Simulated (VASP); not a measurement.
Wanted: the native input for a VASP 6.6.1 run.

* Task: single point
* Functional: PBEsol
* Potentials or basis: VASP PAW PBE potentials, release 64 (Na_pv, H)
* Cutoff: 520 eV
* k mesh: 8 × 8 × 8
* Occupations: gaussian, width 0.01 eV
* Spin: no spin polarisation
* Dipole correction: no
* Further INCAR settings: ALGO = Normal; EDIFF = 1e-06; NBANDS = 11

The structure of NaH lies in POSCAR:

```
NaH
1.0
    0.0000000000      2.4076552405      2.4076552405
    2.4076552405      0.0000000000      2.4076552405
    2.4076552405      2.4076552405      0.0000000000
Na H
1 1
Direct
    0.0000000000      0.0000000000      0.0000000000
    0.5000000000      0.5000000000      0.5000000000
```

One way to write it, as run:

INCAR

```
  PREC = Accurate
  ENCUT = 520
  EDIFF = 1E-6
  ISMEAR = 0
  SIGMA = 0.01
  LREAL = F
  LASPH = T
  NELM = 80
  ALGO = Normal
  ISIF = 2
  LWAVE = F
  LCHARG = T
  GGA = PS
  LELF = T
  LVHAR = T
  NBANDS = 11
```

KPOINTS

```
Automatic mesh
0
Gamma
  8 8 8
```

Potentials or basis: VASP PAW PBE potentials, release 64 (Na_pv, H).

Command:

```sh
$ cat potpaw_PBE.64/Na_pv/POTCAR potpaw_PBE.64/H/POTCAR > POTCAR
$ mpirun -np 1 vasp_std > vasp.out
```

Results of the run:

```
Pressure               : -0.4 GPa
Band gap on the k mesh : 3.58 eV (least direct gap 4.48 eV)
```

Caveat: the PAW data sets were made with another functional, which shifts forces and pressure a little.

It took 13 s on 1 thread of Intel Xeon 8259CL, on a shared host, peak memory 0.15 GiB.
